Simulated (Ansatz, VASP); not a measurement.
**One calculation of Pt, two programs**

```xyz
1
Lattice="0.0000 1.9716 1.9716 1.9716 0.0000 1.9716 1.9716 1.9716 0.0000" Properties=species:S:1:pos:R:3 pbc="T T T"
Pt    0.0000    0.0000    0.0000
```

Alike in both runs: task relaxation of cell and atoms; functional PBEsol; k mesh 16 × 16 × 16; occupations gaussian, width 0.1 eV; no spin polarisation.

```csv
,VASP,Ansatz
version,VASP 6.6.1,Ansatz 0.2.0
potentials or method,"VASP PAW PBE potentials, release 64 (Pt), cutoff 600 eV","scalar-relativistic, plane waves, PAW"
valence electrons in the cell,10,18
```

```tsv
	VASP	Ansatz	Ansatz less VASP
gap on the k mesh at the Fermi level, each at its own relaxed structure (eV)	none	none	-
relaxed volume (Å³/atom)	15.02	15.03	+0.014
relaxed cell length with the largest relative difference (Å)	2.769	2.770	+0.0009
```

VASP's potentials were made for PBE, not for PBEsol, and Ansatz warns of the same on its side. A gap of «none» marks a metal or a gap that the smearing closes. VASP's potentials hold 10 valence electrons a cell and Ansatz's 18, so a difference there can come from the potentials and not from the codes.

Neither program's run includes spin-orbit coupling.
